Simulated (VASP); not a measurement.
ZrN:

```xyz
2
Lattice="0.0000 2.2842 2.2842 2.2842 0.0000 2.2842 2.2842 2.2842 0.0000" Properties=species:S:1:pos:R:3 pbc="T T T"
Zr    0.0000    0.0000    0.0000
N     2.2842    2.2842    2.2842
```

| Property | Result |
| --- | --- |
| Program | VASP 6.6.1 |
| Task | relaxation of cell and atoms |
| Functional | PBE |
| Potentials or basis | VASP PAW PBE potentials, release 64 (Zr_sv, N) |
| Cutoff | 600 eV |
| k mesh | 16 × 16 × 16 |
| Occupations | gaussian, width 0.1 eV |
| Spin | no spin polarisation |

At the start: pressure 4.6 GPa; volume 11.92 Å³/atom.

Task: Where does the relaxation end?

Result: Over 4 steps the energy falls by 3.0 meV/atom and the volume is 12.13 Å³/atom (+1.8 %); space group Fm-3m (No. 225, to 0.05 Å).

The path:
| step | energy change (eV) | largest force (eV/Å) | pressure (GPa) | volume (Å³) |
| --- | --- | --- | --- | --- |
| 1 | 0.0000 | 0.0000 | 4.61 | 23.84 |
| 2 | 0.0122 | 0.0000 | -7.33 | 25.04 |
| 3 | -0.0060 | 0.0000 | -0.07 | 24.27 |
| 4 | -0.0060 | 0.0000 | 0.03 | 24.26 |

Final structure:
```xyz
2
Lattice="0.0000 2.2976 2.2976 2.2976 0.0000 2.2976 2.2976 2.2976 0.0000" Properties=species:S:1:pos:R:3 pbc="T T T"
Zr    0.0000    0.0000    0.0000
N     2.2976    2.2976    2.2976
```
